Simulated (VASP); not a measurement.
Crystal: Co.

```xyz
2
Lattice="2.5607 0.0000 0.0000 -1.2804 2.2176 0.0000 0.0000 0.0000 4.1414" Properties=species:S:1:pos:R:3 pbc="T T T"
Co    1.2804    0.7392    1.0354
Co    0.0000    1.4784    3.1061
```

Base run:

| Property | Result |
| --- | --- |
| Program | VASP 6.6.1 |
| Functional | PBE |
| Potentials or basis | VASP PAW PBE potentials, release 64 (Co) |
| Cutoff | 520 eV |
| k mesh | 24 × 24 × 12 |
| Occupations | gaussian, width 0.15 eV |
| Spin | collinear spin, ferromagnetic start |
| Starting moments | [0.825, 0.825] μB |
| Fixed moment | 1.65 μB |

Its results: pressure -21.7 GPa; site moments Co +0.85 μB.

Task: The run is repeated on the same cell with these changes: fixed moment from 1.65 μB to 3.3 μB; moments at the start from [0.82, 0.82] to [1.65, 1.65]. What comes out?

Result: Pressure -14.5 GPa; site moments Co +1.69 μB.

Caveats: the cell stands under tension; the total moment is fixed, so each spin has its own Fermi level and the state may be an excited one.
